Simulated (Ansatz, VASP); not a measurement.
# SnSe: VASP beside Ansatz

INCAR

```
SYSTEM = SnSe
  ALGO = Normal
  EDIFF = 1E-6
  ENCUT = 500
  GGA = PE
  GGA_COMPAT = .False.
  ISIF = 2
  ISMEAR = -1
  LASPH = .True.
  LCHARG = .False.
  LREAL = .False.
  LWAVE = .False.
  NBANDS = 17
  NELM = 120
  PREC = Accurate
  SIGMA = 0.05
```

The input KPOINTS:

```
k-points
0
Gamma
  11 11 11
  0 0 0
```

The input POSCAR:

```
SnSe
1.0
    0.0000000000      3.2475956032      3.2475956032
    3.2475956032      0.0000000000      3.2475956032
    3.2475956032      3.2475956032      0.0000000000
Sn Se
1 1
Direct
    0.0000000000      0.0000000000      0.0000000000
    0.2500000000      0.2500000000      0.2500000000
```

Input for Ansatz:

```yaml
crystal:
  lattice:
    - [0.0, 3.2475956032, 3.2475956032]
    - [3.2475956032, 0.0, 3.2475956032]
    - [3.2475956032, 3.2475956032, 0.0]
  atoms:
    - { symbol: Sn, position: [0.0, 0.0, 0.0] }
    - { symbol: Se, position: [0.25, 0.25, 0.25] }
kpoints:
  mp_grid: { grid: [11, 11, 11] }
scf:
  occupations: { method: fermi_dirac, width: 0.05 }
hamiltonian:
  xc: pbe
  pseudopotentials: { kind: all_electron, lapw: { basis_error: 0.001 } }
output:
  forces: true
  stress: true
  eigenvalues: true
  populations: true
```

Change from the starting cell: volume scaled by 0.88, LAPW.

Alike in both runs: task single point; functional PBE; k mesh 11 × 11 × 11; occupations fermi-dirac, width 0.05 eV; no spin polarisation.

```csv
,VASP,Ansatz
version,VASP 6.6.1,Ansatz 0.2.0
potentials or method,"VASP PAW PBE potentials, release 64 (Sn_d, Se), cutoff 500 eV","all-electron LAPW, scalar-relativistic"
```

|  | VASP | Ansatz | Ansatz less VASP |
| --- | --- | --- | --- |
| pressure (GPa) | 4.8 | 4.8 | 0.00 |

Ansatz ran all-electron here, and VASP with PAW potentials.
